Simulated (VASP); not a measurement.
Input of a VASP 6.6.1 run:

Contents of POSCAR:

```
Ti
1.0
    2.3745444491      0.0000000000      0.0000000000
    0.0000000000      2.3745444491      0.0000000000
    0.0000000000      0.0000000000      2.3745444491
Ti
1
Direct
    0.0000000000      0.0000000000      0.0000000000
```

Contents of INCAR.step1:

```
PREC = Accurate ; ENCUT = 520
ISMEAR = -1 ; SIGMA = 0.1
LREAL = F ; LASPH = T
NELM = 100 ; NBANDS = 12
GGA = PE ; ALGO = Normal
EDIFF = 1E-4 ; LWAVE = T
LCHARG = F
```

File INCAR.step2:

```
PREC = Accurate ; ENCUT = 520
EDIFF = 1E-6 ; ISMEAR = -1
SIGMA = 0.1 ; LREAL = F
LASPH = T ; NELM = 100
ALGO = Normal ; ISIF = 2
LWAVE = F ; LCHARG = F
METAGGA = R2SCAN ; LMIXTAU = T
NBANDS = 12 ; ISTART = 1
```

The input KPOINTS:

```
Automatic mesh
0
Gamma
  17 17 17
```

Potentials or basis: VASP PAW PBE potentials, release 64 (Ti_sv).

Command:

```console
$ cat potpaw_PBE.64/Ti_sv/POTCAR > POTCAR
$ cp INCAR.step1 INCAR
$ mpirun -np 1 vasp_std > vasp.out
$ cp INCAR.step2 INCAR
$ mpirun -np 1 vasp_std > vasp.out
```

Q: Predict the band gap on the k mesh.

A: Zero (bands 6 and 7 overlap by 3.25 eV).

Q: Predict the pressure.

A: 41.7 GPa.

Caveat: the cell stands under pressure; the PAW data sets were made with another functional, which shifts forces and pressure a little.
